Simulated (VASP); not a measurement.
# B6Ir (P6/mmm) in VASP: a series of runs

The runs below take B6Ir through single point, relaxation of cell and atoms, with PBE.

Everything below comes from runs of VASP 6.6.1. Logs are shortened: lines on timing, memory, paths and dates and some standing lists are left out, and cuts for length are marked.

### Step 1. The cell of the first run

Symmetry: P6/mmm, No. 191, hexagonal system. The conventional cell has a = 4.686 Å, b = 4.686 Å, c = 3.246 Å, α = 90.00°, β = 90.00°, γ = 120.00°. Within 2.2 Å of B (site symmetry mm2) lie 4 B at 1.67 to 1.80 Å. Ir (site symmetry 6/mmm) has 12 B at 2.33 Å within 3.1 Å.

The cell was generated, and may not be a known phase.

### Step 2. Single point, PBE, collinear spin

Input file INCAR:

```
SYSTEM = B6Ir
ALGO = Normal ; EDIFF = 1E-6
ENCUT = 520 ; GGA = PE
ISIF = 2 ; ISMEAR = 0
ISPIN = 2 ; LASPH = .TRUE.
LCHARG = .FALSE. ; LMAXMIX = 4
LORBIT = 11 ; LREAL = .FALSE.
LWAVE = .FALSE. ; MAGMOM = 0 0 0 0 0 0 1
NBANDS = 26 ; NELM = 150
PREC = Accurate ; SIGMA = 0.1
```

Input file KPOINTS:

```
k-points
0
G
  6 6 6
  0 0 0
```

Input file POSCAR:

```
B6Ir
1.0
    4.6859510411      0.0000000000      0.0000000000
   -2.3429755205      4.0581526425      0.0000000000
    0.0000000000      0.0000000000      3.2459145368
B Ir
6 1
Direct
    0.2053358688      0.7946641312      0.5000000000
    0.2053358688      0.4106717377      0.5000000000
    0.5893282623      0.7946641312      0.5000000000
    0.7946641312      0.2053358688      0.5000000000
    0.7946641312      0.5893282623      0.5000000000
    0.4106717377      0.2053358688      0.5000000000
    0.0000000000      0.0000000000      0.0000000000
```

Potentials or basis: VASP PAW PBE potentials, release 64 (B, Ir).

Run with:

```
> cat potpaw_PBE.64/B/POTCAR potpaw_PBE.64/Ir/POTCAR > POTCAR
> mpirun -np 1 vasp_std > vasp.out
```

OUTCAR:

```text
SYSTEM = B6Ir
   EDIFF = 1E-6
   ENCUT = 520
   GGA = PE
   ISIF = 2
   ISMEAR = 0
   ISPIN = 2
   LASPH = .TRUE.
   LORBIT = 11
   LREAL = .FALSE.
   NELM = 150
   PREC = Accurate

 ion  position               nearest neighbor table
   1  0.205  0.795  0.500-   6 1.67   5 1.67   2 1.80   3 1.80   7 2.33   7 2.33
   2  0.205  0.411  0.500-   4 1.67   6 1.67   1 1.80   3 1.80   7 2.33   7 2.33
   3  0.589  0.795  0.500-   4 1.67   5 1.67   1 1.80   2 1.80   7 2.33   7 2.33
   4  0.795  0.205  0.500-   3 1.67   2 1.67   5 1.80   6 1.80   7 2.33   7 2.33
   5  0.795  0.589  0.500-   1 1.67   3 1.67   4 1.80   6 1.80   7 2.33   7 2.33
   6  0.411  0.205  0.500-   1 1.67   2 1.67   4 1.80   5 1.80   7 2.33   7 2.33
   7  0.000  0.000  0.000-   1 2.33   4 2.33   1 2.33   4 2.33   2 2.33   2 2.33   5 2.33   5 2.33
                             3 2.33   3 2.33   6 2.33   6 2.33

  LATTYP: Found a hexagonal cell.
 ALAT       =     4.6859510411
 C/A-ratio  =     0.6926906637

  Lattice vectors:

 A1 = (   4.6859510411,   0.0000000000,   0.0000000000)
 A2 = (  -2.3429755205,   4.0581526425,   0.0000000000)
 A3 = (   0.0000000000,   0.0000000000,   3.2459145368)

Analysis of symmetry for initial positions (statically):
=====================================================================
 Subroutine PRICEL returns:
 Original cell was already a primitive cell.

 Routine SETGRP: Setting up the symmetry group for a
 hexagonal supercell.

 Subroutine GETGRP returns: Found 24 space group operations
 (whereof 24 operations were pure point group operations)
 out of a pool of 24 trial point group operations.

The static configuration has the point symmetry D_6h.

Analysis of symmetry for dynamics (positions and initial velocities):
=====================================================================
 Subroutine PRICEL returns:
 Original cell was already a primitive cell.

 Routine SETGRP: Setting up the symmetry group for a
 hexagonal supercell.

 Subroutine GETGRP returns: Found 24 space group operations
 (whereof 24 operations were pure point group operations)
 out of a pool of 24 trial point group operations.

The dynamic configuration has the point symmetry D_6h.

Analysis of structural, dynamic, and magnetic symmetry:
=====================================================================
 Subroutine PRICEL returns:
 Original cell was already a primitive cell.

 Routine SETGRP: Setting up the symmetry group for a
 hexagonal supercell.

 Subroutine GETGRP returns: Found 24 space group operations
 (whereof 24 operations were pure point group operations)
 out of a pool of 24 trial point group operations.

The overall configuration has the point symmetry D_6h.

 Subroutine INISYM returns: Found 24 space group operations
 (whereof 24 operations are pure point group operations),
 and found     1 'primitive' translations

----------------------------------------------------------------------------------------

                                     Primitive cell

  volume of cell :      61.7253

  direct lattice vectors                    reciprocal lattice vectors
     4.685951041  0.000000000  0.000000000     0.213403851  0.123208771  0.000000000
    -2.342975521  4.058152642  0.000000000     0.000000000  0.246417542  0.000000000
     0.000000000  0.000000000  3.245914537     0.000000000  0.000000000  0.308079584

  length of vectors
     4.685951041  4.685951041  3.245914537     0.246417542  0.246417542  0.308079584

  position of ions in fractional coordinates (direct lattice)
     0.205335869  0.794664131  0.500000000
     0.205335869  0.410671738  0.500000000
     0.589328262  0.794664131  0.500000000
     0.794664131  0.205335869  0.500000000
     0.794664131  0.589328262  0.500000000
     0.410671738  0.205335869  0.500000000
     0.000000000  0.000000000  0.000000000

  ion indices of the primitive-cell ions
   primitive index   ion index
                 1           1
                 2           2
                 3           3
                 4           4
                 5           5
                 6           6
                 7           7

----------------------------------------------------------------------------------------

 KPOINTS: k-points

Automatic generation of k-mesh.
 Grid dimensions read from file:
 generate k-points for:    6    6    6

 Generating k-lattice:

  Cartesian coordinates                     Fractional coordinates (reciprocal lattice)
     0.035567309  0.020534795  0.000000000     0.166666667  0.000000000  0.000000000
     0.000000000  0.041069590  0.000000000     0.000000000  0.166666667  0.000000000
     0.000000000  0.000000000  0.051346597     0.000000000  0.000000000  0.166666667

  Length of vectors
     0.041069590  0.041069590  0.051346597

  Shift w.r.t. Gamma in fractional coordinates (k-lattice)
     0.000000000  0.000000000  0.000000000

 Subroutine IBZKPT returns following result:
 ===========================================

 Found     28 irreducible k-points:

 Following reciprocal coordinates:
            Coordinates               Weight
  0.000000  0.000000  0.000000      1.000000
  0.166667  0.000000  0.000000      6.000000
  0.333333  0.000000  0.000000      6.000000
  0.500000 -0.000000  0.000000      3.000000
  0.166667  0.166667  0.000000      6.000000
  0.333333  0.166667  0.000000     12.000000
[... 16 lines left out ...]
  0.166667  0.000000  0.500000      6.000000
  0.333333  0.000000  0.500000      6.000000
 [... further k-points ...]
   k-points           NKPTS =     28   k-points in BZ     NKDIM =     28   number of bands    NBANDS=     26
   number of dos      NEDOS =    301   number of ions     NIONS =      7
   total plane-waves  NPLWV =  31104
   dimension x,y,z NGX =    36 NGY =   36 NGZ =   24
   dimension x,y,z NGXF=    72 NGYF=   72 NGZF=   48
   ions per type =               6   1
   NGX,Y,Z   is equivalent  to a cutoff of  12.77, 12.77, 12.29 a.u.
   NGXF,Y,Z  is equivalent  to a cutoff of  25.54, 25.54, 24.58 a.u.
 SYSTEM =  B6Ir
   PREC   = accura    normal or accurate (medium, high low for compatibility)
   ISTART =      0    job   : 0-new  1-cont  2-samecut
   ICHARG =      2    charge: 1-file 2-atom 10-const
   ISPIN  =      2    spin polarized calculation?
   LNONCOLLINEAR =      F non collinear calculations
   LSORBIT =      F    spin-orbit coupling
   LASPH  =      T    aspherical Exc in radial PAW
   ENCUT  =  520.0 eV  38.22 Ry    6.18 a.u.   8.71  8.71  6.04*2*pi/ulx,y,z
   NELM   =    150;   NELMIN=  2; NELMDL= -5     # of ELM steps
   EDIFF  = 0.1E-05   stopping-criterion for ELM
   LREAL  =      F    real-space projection
   EDIFFG = 0.1E-04   stopping-criterion for IOM
   NSW    =      0    number of steps for IOM
   IBRION =     -1    ionic relax: 0-MD 1-quasi-New 2-CG
   NFREE  =      0    steps in history (QN), initial steepest desc. (CG)
   ISIF   =      2    stress and relaxation
   ISYM   =      2    0-nonsym 1-usesym 2-fastsym
   POTIM  = 0.5000    time-step for ionic-motion
   TEBEG  =    0.0;   TEEND  =   0.0 temperature during run
   PSTRESS=    0.0 pullay stress
   NELECT =      27.0000    total number of electrons
   NUPDOWN=      -1.0000    fix difference up-down
   EMIN   =  10.00;   EMAX   =-10.00  energy-range for DOS
   EFERMI =   0.00;   METHOD = LEGACY
   ISMEAR =     0;   SIGMA  =   0.10  broadening in eV -4-tet -1-fermi 0-gaus
   EFERMI_NEDOS =   21; number of points for ismear=-14 and -15
   IALGO  =     38    algorithm
   IMIX   =      4    mixing-type and parameters
     AMIX     =   0.40;   BMIX     =  1.00
     AMIX_MAG =   1.60;   BMIX_MAG =  1.00
  volume/ion in A,a.u.               =       8.82        59.51
  Fermi-wavevector in a.u.,A,eV,Ry     =   1.242725  2.348410 21.012365  1.544365
  Thomas-Fermi vector in A             =   2.377067
   LORBIT       =     11    0 simple, 1 ext, 2 COOP (PROOUT), +10 PAW based schemes
   GGA     = PE    functional components
   LHFCALC =     F    Hartree Fock is set to
   AEXX    =    0.0000 exact exchange contribution
   IVDW    =     0    specifies the selected vdW correction
   LEPSILON=     F    determine dielectric tensor
   LRPA    =     F    only Hartree local field effects (RPA)
 spin polarized calculation
 Gauss-broadening in eV      SIGMA  =   0.10
  energy-cutoff  :      520.00
  volume of cell :       61.73
 maximum number of plane-waves:      1680
 NGX is ok and might be reduce to    36
   NGX = 17   NGY = 17   NGZ = 13

 number of electron      26.9999998 magnetization       0.0002589

 number of electron      26.9999998 magnetization      -0.0000200

 Free energy of the ion-electron system (eV)
  ---------------------------------------------------
  ext. energy  EPLUGINS =         0.00000000
  ---------------------------------------------------
  free energy    TOTEN  =       -47.11066806 eV

  energy without entropy =      -47.10208512  energy(sigma->0) =      -47.10637659

 E-fermi :   7.2507     XC(G=0): -11.7664

 val. band max:        7.2075363701   @ k =   0.5000  -0.0000   0.3333
 cond. band min:       7.2702290691   @ k =   0.3333   0.1667   0.1667
 fundamental gap:      0.0626926990
 Fermi energy:         7.2506826068

 spin component 1

 k-point     1 :       0.0000    0.0000    0.0000
  band No.  band energies     occupation
      1      -8.2447      1.00000
      2      -2.5736      1.00000
      3      -2.3270      1.00000
      4      -2.3270      1.00000
      5      -1.0905      1.00000
      6      -0.5059      1.00000
[... 17 lines left out ...]
     24      16.7361      0.00000
     25      16.8398      0.00000

 k-point     2 :       0.1667    0.0000    0.0000
  band No.  band energies     occupation
      1      -8.0438      1.00000
      2      -3.6062      1.00000
      3      -2.8840      1.00000
      4      -2.4816      1.00000
      5      -0.2215      1.00000
      6      -0.1109      1.00000
[... 608 lines left out ...]
 k-point    24 :       0.3333    0.0000    0.5000
  band No.  band energies     occupation
      1      -6.2288      1.00000
      2      -4.2742      1.00000
      3      -3.2215      1.00000
      4      -1.8729      1.00000
      5      -0.6229      1.00000
      6      -0.0844      1.00000
[... 17 lines left out ...]
     24      16.5277      0.00000
     25      18.5907      0.00000

 [... further k-points ...]

 spin component 2

 k-point     1 :       0.0000    0.0000    0.0000
  band No.  band energies     occupation
      1      -8.2447      1.00000
      2      -2.5736      1.00000
      3      -2.3270      1.00000
      4      -2.3270      1.00000
      5      -1.0905      1.00000
      6      -0.5059      1.00000
[... 17 lines left out ...]
     24      16.7361      0.00000
     25      16.8397      0.00000

 k-point     2 :       0.1667    0.0000    0.0000
  band No.  band energies     occupation
      1      -8.0438      1.00000
      2      -3.6062      1.00000
      3      -2.8840      1.00000
      4      -2.4816      1.00000
      5      -0.2214      1.00000
      6      -0.1109      1.00000
[... 608 lines left out ...]
 k-point    24 :       0.3333    0.0000    0.5000
  band No.  band energies     occupation
      1      -6.2288      1.00000
      2      -4.2742      1.00000
      3      -3.2215      1.00000
      4      -1.8729      1.00000
      5      -0.6229      1.00000
      6      -0.0844      1.00000
[... 17 lines left out ...]
     24      16.5277      0.00000
     25      18.5907      0.00000

 [... further k-points ...]

 [bands above 25 left out]

------------------------ aborting loop because EDIFF is reached ----------------------------------------

  FORCE on cell =-STRESS in cart. coord.  units (eV):
  Direction    XX          YY          ZZ          XY          YZ          ZX
  --------------------------------------------------------------------------------------
  -------------------------------------------------------------------------------------
  Total        0.2296689      0.2296689      0.1918543      0.0000000     -0.0000000      0.0000000
  in kB        5.9614179      5.9614179      4.9798803      0.0000000     -0.0000000      0.0000000
  external PRESSURE =       5.6342387 kB  Pullay stress =       0.0000000 kB

 VOLUME and BASIS-vectors are now :
 -----------------------------------------------------------------------------
  energy-cutoff  :      520.00
  volume of cell :       61.73
      direct lattice vectors                 reciprocal lattice vectors
     4.685951041  0.000000000  0.000000000     0.213403851  0.123208771  0.000000000
    -2.342975521  4.058152642  0.000000000     0.000000000  0.246417542  0.000000000
     0.000000000  0.000000000  3.245914537     0.000000000  0.000000000  0.308079584

 POSITION                                       TOTAL-FORCE (eV/Angst)
 -----------------------------------------------------------------------------------
     -0.89968      3.22487      1.62296         0.048314     -0.027894      0.000000
     -0.00000      1.66657      1.62296         0.000000      0.055788     -0.000000
      0.89968      3.22487      1.62296        -0.048314     -0.027894     -0.000000
      3.24266      0.83328      1.62296        -0.048314      0.027894     -0.000000
      2.34298      2.39158      1.62296        -0.000000     -0.055788      0.000000
      1.44329      0.83328      1.62296         0.048314      0.027894     -0.000000
      0.00000      0.00000      0.00000        -0.000000     -0.000000     -0.000000
 -----------------------------------------------------------------------------------
    total drift:                               -0.000000      0.000000      0.000000

  FREE ENERGIE OF THE ION-ELECTRON SYSTEM (eV)
  ---------------------------------------------------
  free  energy   TOTEN  =       -47.1106680647 eV

  energy  without entropy=      -47.1020851176  energy(sigma->0) =      -47.10637659

 total charge

# of ion       s       p       d       tot
------------------------------------------
    1        0.686   1.298   0.000   1.984
    2        0.686   1.298   0.000   1.984
    3        0.686   1.298   0.000   1.984
    4        0.686   1.298   0.000   1.984
    5        0.686   1.298   0.000   1.984
    6        0.686   1.298   0.000   1.984
    7        0.654   0.841   7.022   8.517
--------------------------------------------------
tot          4.771   8.627   7.022  20.420

 magnetization (x)

# of ion       s       p       d       tot
------------------------------------------
    1        0.000   0.000   0.000   0.000
    2        0.000   0.000   0.000   0.000
    3        0.000   0.000   0.000   0.000
    4        0.000   0.000   0.000   0.000
    5        0.000   0.000   0.000   0.000
    6        0.000   0.000   0.000   0.000
    7        0.000  -0.000  -0.000  -0.000
--------------------------------------------------
tot          0.000   0.000  -0.000  -0.000
```

It took 51 s on 1 thread of AMD EPYC 9R45 (Zen 5), shared host; peak memory 0.2 GiB.

Results:

| Item | Value |
| --- | --- |
| Free energy | -47.1107 eV |
| Pressure | 0.6 GPa |
| Largest force | 0.056 eV/Å |
| Net moment | 0.00 μB per cell |
| Valence electrons inside the program's atomic spheres | B 1.98; Ir 8.52 |

Forces in eV/Å, atoms in the order of the input:
```
B    0.048 -0.028  0.000
B    0.000  0.056  0.000
B   -0.048 -0.028  0.000
B   -0.048  0.028  0.000
B    0.000 -0.056  0.000
B    0.048  0.028  0.000
Ir   0.000  0.000  0.000
```

Stress tensor (GPa, compression positive):
```
0.60 0.00 0.00
0.00 0.60 0.00
0.00 0.00 0.50
```

Caveat: spin-orbit coupling is left out, which moves the levels of the heavy elements.

### Step 3. Relaxation of cell and atoms, PBE

Input file INCAR:

```
ALGO = Normal
EDIFF = 1E-6
EDIFFG = -0.01
ENCUT = 600
GGA = PE
IBRION = 2
ISIF = 3
ISMEAR = 0
LASPH = True
LCHARG = False
LREAL = False
LWAVE = False
NELM = 80
NSW = 100
PREC = Accurate
SIGMA = 0.1
```

Input file KPOINTS:

```
k-points
0
Gamma
  12 12 12
```

POSCAR is that of step 2.

Potentials or basis: VASP PAW PBE potentials, release 64 (B, Ir).

Run with:

```
> cat potpaw_PBE.64/B/POTCAR potpaw_PBE.64/Ir/POTCAR > POTCAR
> mpirun -np 1 vasp_std > vasp.out
```

It took 3.9 min on 1 thread of AMD EPYC 9R45 (Zen 5), shared host; peak memory 0.29 GiB.

It converged, with:

```yaml
Free_energy: -47.1199 eV
Relaxed_volume: 8.83 Å³/atom
Relaxed_cell: a = 4.686 Å, b = 4.686 Å, c = 3.251 Å, α = 90.00°, β = 90.00°, γ = 120.00°
Space_group_after_relaxing_to_0.1_Å: P6/mmm (No. 191)
Energy_gained_by_relaxing: 0.1 meV/atom
Ionic_steps: 4
Pressure_after_relaxing: 0.1 GPa
Largest_force_after_relaxing: 0.003 eV/Å
Band_gap_on_the_k_mesh: zero (an odd number of electrons rules out a gap without spin polarisation)
```

Forces on the atoms (eV/Å):
```
B   -0.003  0.002  0.000
B    0.000 -0.003  0.000
B    0.003  0.002  0.000
B    0.003 -0.002  0.000
B    0.000  0.003  0.000
B   -0.003 -0.002  0.000
Ir   0.000  0.000  0.000
```

The path:
```
step  energy change (eV)  largest force (eV/Å)  pressure (GPa)  volume (Å³)
   1              0.0000                0.0844            0.61        61.73
   2              0.0000                0.0708           -0.82        62.03
   3             -0.0008                0.0064           -0.11        61.88
   4             -0.0009                0.0034            0.06        61.84
```

Final structure:
```
CELL_PARAMETERS angstrom
4.68650 0.00000 0.00000
-2.34325 4.05862 0.00000
0.00000 0.00000 3.25130
ATOMIC_POSITIONS crystal
B 0.20565 0.79435 0.50000
B 0.20565 0.41130 0.50000
B 0.58870 0.79435 0.50000
B 0.79435 0.20565 0.50000
B 0.79435 0.58870 0.50000
B 0.41130 0.20565 0.50000
Ir 0.00000 0.00000 0.00000
```

Levels at points of the mesh, in eV from the Fermi level:
```tsv
k point	band 10	band 11	band 12	band 13	band 14	band 15	band 16	band 17
(0.00, 0.00, 0.00)	-3.97	-3.39	-2.57	-2.57	0.89	3.45	4.28	4.28
(0.50, 0.00, 0.00)	-4.70	-4.48	-2.09	-1.69	1.14	1.25	2.34	3.11
(0.00, 0.00, 0.50)	-4.65	-2.28	-1.03	-1.03	0.11	1.15	1.51	1.51
(0.50, 0.00, 0.50)	-4.06	-3.50	-2.28	-2.26	-1.78	0.22	1.37	1.47
```

Caveat: spin-orbit coupling is left out, which moves the levels of the heavy elements.

The gap in the log of VASP goes by the Fermi energy; the results here count the filled bands.